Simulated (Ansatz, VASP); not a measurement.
**K2S in VASP and in Ansatz**

```
K S
1.0
     0.00000    3.72657    3.72657
     3.72657    0.00000    3.72657
     3.72657    3.72657    0.00000
K S
2 1
Direct
  0.25000 0.25000 0.25000
  0.75000 0.75000 0.75000
  0.00000 0.00000 0.00000
```

Alike in both runs: task single point; functional revPBE; dispersion D4; k mesh 6 × 6 × 6; occupations gaussian, width 0.05 eV; no spin polarisation.

```csv
,VASP,Ansatz
version,VASP 6.6.1,Ansatz 0.2.0
potentials or method,"VASP PAW PBE potentials, release 64 (K_sv, S), cutoff 500 eV","scalar-relativistic, plane waves, PAW"
valence electrons in the cell,24,24
```

```csv
,VASP,Ansatz,Ansatz less VASP
gap on the k mesh at the Fermi level (eV),2.57,2.56,0.000
least direct gap on the mesh (eV),2.74,2.74,+0.001
pressure (GPa),0.4,0.4,-0.03
```

VASP's potentials were made for PBE, not for revPBE.
